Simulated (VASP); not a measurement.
A run of VASP 6.6.1 is set up as follows.

INCAR

```
PREC     = Accurate       # precision mode
ENCUT    = 520            # plane-wave cutoff, eV
EDIFF    = 1E-6           # SCF threshold, eV
ISMEAR   = -1             # smearing method
SIGMA    = 0.08           # smearing width, eV
LREAL    = False          # projectors in reciprocal space
LASPH    = True           # aspherical terms in the spheres
NELM     = 60             # most SCF steps
ALGO     = Normal         # electronic algorithm
ISIF     = 2              # what is computed and relaxed
LWAVE    = False          # write WAVECAR
LCHARG   = False          # write CHGCAR
GGA      = PE             # functional
NBANDS   = 17             # bands
```

The input KPOINTS:

```
Automatic mesh
0
Gamma
  10 10 10
```

The input POSCAR:

```
Ba
1.0
   -2.9296709446      2.9296709446      1.5846372803
    2.9296709446     -2.9296709446      1.5846372803
    2.9296709446      2.9296709446     -1.5846372803
Ba
2
Direct
   -0.3750000000     -0.1250000000     -0.2500000000
    0.3750000000      0.1250000000      0.2500000000
```

Potentials or basis: VASP PAW PBE potentials, release 64 (Ba_sv).

Run with:

```sh
$ cat potpaw_PBE.64/Ba_sv/POTCAR > POTCAR
$ mpirun -np 1 vasp_std > vasp.out
```

Problem. Predict the pressure.

Solution. 28.7 GPa.

Problem. What does it give for the band gap on the k mesh?

Solution. Zero (band 10 reaches 7.05 eV, above the bottom of band 11 at 4.53 eV).

Stress tensor (GPa, compression positive):
```
28.44  0.00  0.00
 0.00 28.44  0.00
 0.00  0.00 29.25
```

Caveat: spin-orbit coupling is left out, which moves the levels of the heavy elements.
